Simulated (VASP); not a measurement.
# Be2Ge (Fm-3m) in VASP: vibrations by perturbation theory with PBE

Aim: the vibrations by perturbation theory of Be2Ge with PBE.

Everything below comes from runs of VASP 6.6.1. Logs are shortened: lines on timing, memory, paths and dates and some standing lists are left out, and cuts for length are marked.

### 1 The cell of the first run

The structure is cubic, space group Fm-3m (No. 225). Conventional cell: a = 5.373 Å, b = 5.373 Å, c = 5.373 Å, α = 90.00°, β = 90.00°, γ = 90.00°. Be (site symmetry -43m) has 4 Ge at 2.33 Å and 6 Be at 2.69 Å within 3.1 Å. Ge (site symmetry m-3m) has 8 Be at 2.33 Å within 3.1 Å.

### 2 Vibrations by perturbation theory, PBE

Input file INCAR:

```
PREC = Accurate
ENCUT = 520
EDIFF = 1E-8
ISMEAR = -1
SIGMA = 0.15
LREAL = False
LASPH = True
NELM = 80
ALGO = Fast
ISIF = 2
LWAVE = False
LCHARG = True
GGA = PE
NBANDS = 16
IBRION = 8
NSW = 1
```

Input file KPOINTS:

```
Automatic mesh
0
Gamma
  14 14 14
```

Input file POSCAR:

```
Be2Ge
1.0
    0.0000000000      2.6862698994      2.6862698994
    2.6862698994      0.0000000000      2.6862698994
    2.6862698994      2.6862698994      0.0000000000
Be Ge
2 1
Direct
    0.7500000000      0.7500000000      0.7500000000
    0.2500000000      0.2500000000      0.2500000000
    0.0000000000      0.0000000000      0.0000000000
```

Potentials or basis: VASP PAW PBE potentials, release 64 (Be, Ge_d).

Launch:

```
$ cat potpaw_PBE.64/Be/POTCAR potpaw_PBE.64/Ge_d/POTCAR > POTCAR
$ mpirun -np 1 vasp_std > vasp.out
```

OUTCAR:

```text
PREC = Accurate
   ENCUT = 520
   EDIFF = 1E-8
   ISMEAR = -1
   LREAL = False
   LASPH = True
   NELM = 80
   ISIF = 2
   GGA = PE
   IBRION = 8
   NSW = 1

 ion  position               nearest neighbor table
   1  0.750  0.750  0.750-   3 2.33   3 2.33   3 2.33   3 2.33
   2  0.250  0.250  0.250-   3 2.33   3 2.33   3 2.33   3 2.33
   3  0.000  0.000  0.000-   1 2.33   1 2.33   1 2.33   1 2.33   2 2.33   2 2.33   2 2.33   2 2.33

  LATTYP: Found a face centered cubic cell.
 ALAT       =     5.3725397988

  Lattice vectors:

 A1 = (   0.0000000000,   2.6862698994,   2.6862698994)
 A2 = (   2.6862698994,   0.0000000000,   2.6862698994)
 A3 = (   2.6862698994,   2.6862698994,   0.0000000000)

Analysis of symmetry for initial positions (statically):
=====================================================================
 Subroutine PRICEL returns:
 Original cell was already a primitive cell.

 Routine SETGRP: Setting up the symmetry group for a
 face centered cubic supercell.

 Subroutine GETGRP returns: Found 48 space group operations
 (whereof 48 operations were pure point group operations)
 out of a pool of 48 trial point group operations.

The static configuration has the point symmetry O_h .

Analysis of symmetry for dynamics (positions and initial velocities):
=====================================================================
 Subroutine PRICEL returns:
 Original cell was already a primitive cell.

 Routine SETGRP: Setting up the symmetry group for a
 face centered cubic supercell.

 Subroutine GETGRP returns: Found 48 space group operations
 (whereof 48 operations were pure point group operations)
 out of a pool of 48 trial point group operations.

The dynamic configuration has the point symmetry O_h .

 Subroutine INISYM returns: Found 48 space group operations
 (whereof 48 operations are pure point group operations),
 and found     1 'primitive' translations

----------------------------------------------------------------------------------------

                                     Primitive cell

  volume of cell :      38.7685

  direct lattice vectors                    reciprocal lattice vectors
     0.000000000  2.686269899  2.686269899    -0.186131706  0.186131706  0.186131706
     2.686269899  0.000000000  2.686269899     0.186131706 -0.186131706  0.186131706
     2.686269899  2.686269899  0.000000000     0.186131706  0.186131706 -0.186131706

  length of vectors
     3.798959324  3.798959324  3.798959324     0.322389572  0.322389572  0.322389572

  position of ions in fractional coordinates (direct lattice)
     0.750000000  0.750000000  0.750000000
     0.250000000  0.250000000  0.250000000
     0.000000000  0.000000000  0.000000000

  ion indices of the primitive-cell ions
   primitive index   ion index
                 1           1
                 2           2
                 3           3

----------------------------------------------------------------------------------------

 KPOINTS: Automatic mesh

Automatic generation of k-mesh.
 Grid dimensions read from file:
 generate k-points for:   14   14   14

 Generating k-lattice:

  Cartesian coordinates                     Fractional coordinates (reciprocal lattice)
    -0.013295122  0.013295122  0.013295122     0.071428571  0.000000000  0.000000000
     0.013295122 -0.013295122  0.013295122     0.000000000  0.071428571  0.000000000
     0.013295122  0.013295122 -0.013295122     0.000000000  0.000000000  0.071428571

  Length of vectors
     0.023027827  0.023027827  0.023027827

[... 84 lines left out ...]
 non-spin polarized calculation
 RMM-DIIS sequential band-by-band and
  energy-cutoff  :      520.00
  volume of cell :       38.77
 maximum number of plane-waves:      1056
   NGX = 15   NGY = 15   NGZ = 15

--------------------------------------- Ionic step        1  -------------------------------------------

 number of electron      17.9999990 magnetization

 Free energy of the ion-electron system (eV)
  ---------------------------------------------------
  ext. energy  EPLUGINS =         0.00000000
  ---------------------------------------------------
  free energy    TOTEN  =       -11.30325550 eV

  energy without entropy =      -11.28087821  energy(sigma->0) =      -11.29206685

 E-fermi :   6.4313     XC(G=0): -10.3516

 val. band max:        6.4174779108   @ k =   0.5000   0.5000   0.0000
 cond. band min:       6.4465323942   @ k =   0.4286   0.4286   0.0000
 fundamental gap:      0.0290544834
 Fermi energy:         6.4313486220

 k-point     1 :       0.0000    0.0000    0.0000
  band No.  band energies     occupation
      1     -18.3305      2.00000
      2     -18.3305      2.00000
      3     -18.3305      2.00000
      4     -18.2843      2.00000
      5     -18.2843      2.00000
      6      -6.2474      2.00000
[... 433 lines left out ...]
      3     -18.3230      2.00000
      4     -18.2864      2.00000
      5     -18.2820      2.00000
      6      -5.3338      2.00000
[... 8 lines left out ...]
     15      14.5652      0.00000
     16      14.6677      0.00000

 [... further k-points ...]

------------------------ aborting loop because EDIFF is reached ----------------------------------------

  FORCE on cell =-STRESS in cart. coord.  units (eV):
  Direction    XX          YY          ZZ          XY          YZ          ZX
  --------------------------------------------------------------------------------------
  -------------------------------------------------------------------------------------
  Total        0.0273052      0.0273052      0.0273052      0.0000000      0.0000000      0.0000000
  in kB        1.1284368      1.1284368      1.1284368      0.0000000      0.0000000      0.0000000
  external PRESSURE =       1.1284368 kB  Pullay stress =       0.0000000 kB

 VOLUME and BASIS-vectors are now :
 -----------------------------------------------------------------------------
  energy-cutoff  :      520.00
  volume of cell :       38.77
      direct lattice vectors                 reciprocal lattice vectors
     0.000000000  2.686269899  2.686269899    -0.186131706  0.186131706  0.186131706
     2.686269899  0.000000000  2.686269899     0.186131706 -0.186131706  0.186131706
     2.686269899  2.686269899  0.000000000     0.186131706  0.186131706 -0.186131706

 POSITION                                       TOTAL-FORCE (eV/Angst)
 -----------------------------------------------------------------------------------
      4.02940      4.02940      4.02940         0.000000      0.000000      0.000000
      1.34313      1.34313      1.34313        -0.000000     -0.000000     -0.000000
      0.00000      0.00000      0.00000        -0.000000     -0.000000     -0.000000
 -----------------------------------------------------------------------------------
    total drift:                               -0.000000     -0.000000      0.000000

  FREE ENERGIE OF THE ION-ELECTRON SYSTEM (eV)
  ---------------------------------------------------
  free  energy   TOTEN  =       -11.3032555024 eV

  energy  without entropy=      -11.2808782075  energy(sigma->0) =      -11.29206685

[... ionic steps 2 to 9 ...]

--------------------------------------- Ionic step       10  -------------------------------------------

 Free energy of the ion-electron system (eV)
  ---------------------------------------------------
  ---------------------------------------------------
  free energy    TOTEN  =        -0.19578578 eV

  energy without entropy =       -0.19578577

------------------------ aborting loop because EDIFF is reached ----------------------------------------

 INTERNAL STRAIN TENSOR  FOR ION    3  DIRECTION 1   (eV/Angst):
 -----------------------------------------------------------------------------
    -0.01810  0.00000 -0.00000
     0.00000  0.01317  0.00000
     0.00000  0.00000  0.01317

 INTERNAL STRAIN TENSOR FOR ION    3 for displacements in x,y,z  (eV/Angst):
          X           Y           Z          XY          YZ          ZX
  --------------------------------------------------------------------------------
  x     0.00000     0.00000     0.00000     0.00000     0.00000     0.00000
  y     0.00000     0.00000     0.00000     0.00000     0.00000     0.00000
  z     0.00000     0.00000     0.00000     0.00000     0.00000     0.00000

 SECOND DERIVATIVES (NOT SYMMETRIZED)
 ------------------------------------
               1X          1Y          1Z          2X          2Y          2Z          3X          3Y          3Z
  1X    -3.932398    0.000000    0.000000    0.198933    0.000000    0.000000    3.733466    0.000000    0.000000
  1Y     0.000000   -3.932398    0.000000    0.000000    0.198933    0.000000    0.000000    3.733466    0.000000
  1Z     0.000000    0.000000   -3.932398    0.000000    0.000000    0.198933    0.000000    0.000000    3.733466
  2X     0.198933    0.000000    0.000000   -3.932398    0.000000    0.000000    3.733466    0.000000    0.000000
  2Y     0.000000    0.198933    0.000000    0.000000   -3.932398    0.000000    0.000000    3.733466    0.000000
  2Z     0.000000    0.000000    0.198933    0.000000    0.000000   -3.932398    0.000000    0.000000    3.733466
  3X     3.732290    0.000000    0.000000    3.732290    0.000000    0.000000   -7.464580    0.000000    0.000000
  3Y     0.000000    3.732290    0.000000    0.000000    3.732290    0.000000    0.000000   -7.464580    0.000000
  3Z     0.000000    0.000000    3.732290    0.000000    0.000000    3.732290    0.000000    0.000000   -7.464580

 Eigenvectors and eigenvalues of the dynamical matrix
 ----------------------------------------------------

   1 f  =   11.241148 THz    70.630217 2PiTHz  374.964341 cm-1    46.489632 meV
             X         Y         Z           dx          dy          dz
      4.029405  4.029405  4.029405     0.000000    0.632917    0.000000
      1.343135  1.343135  1.343135    -0.000000    0.632917   -0.000000
      0.000000  0.000000  0.000000     0.000000   -0.445907    0.000000
[... 43 lines left out ...]
   9 f/i=    0.000707 THz     0.004440 2PiTHz    0.023570 cm-1     0.002922 meV
             X         Y         Z           dx          dy          dz
      4.029405  4.029405  4.029405     0.000000    0.000000   -0.315304
      1.343135  1.343135  1.343135     0.000000    0.000000   -0.315304
      0.000000  0.000000  0.000000     0.000000    0.000000   -0.895079

--------------------------------------------------------------------------------------------------------

 ELASTIC MODULI CONTR FROM IONIC RELAXATION (kBar)
 Direction    XX          YY          ZZ          XY          YZ          ZX
 --------------------------------------------------------------------------------
 XX          -0.0000      0.0000      0.0000     -0.0000      0.0000     -0.0000
 YY           0.0000     -0.0000     -0.0000     -0.0000     -0.0000      0.0000
 ZZ           0.0000     -0.0000     -0.0000      0.0000     -0.0000     -0.0000
 XY          -0.0000     -0.0000      0.0000   -181.1885      0.0000     -0.0000
 YZ           0.0000     -0.0000     -0.0000      0.0000   -181.1885      0.0000
 ZX          -0.0000      0.0000     -0.0000     -0.0000      0.0000   -181.1885
 --------------------------------------------------------------------------------
```

Wall time 17 min (1 thread of AMD EPYC 7R13, shared host); peak memory 0.59 GiB.

Results:

- Highest phonon frequency at Γ, LO-TO splitting left out: 375 cm⁻¹

Phonon frequencies in cm⁻¹ (negative: imaginary):
```
              q point                    frequencies
(0.000, 0.000, 0.000)  0 0 0 353 353 353 375 375 375
```
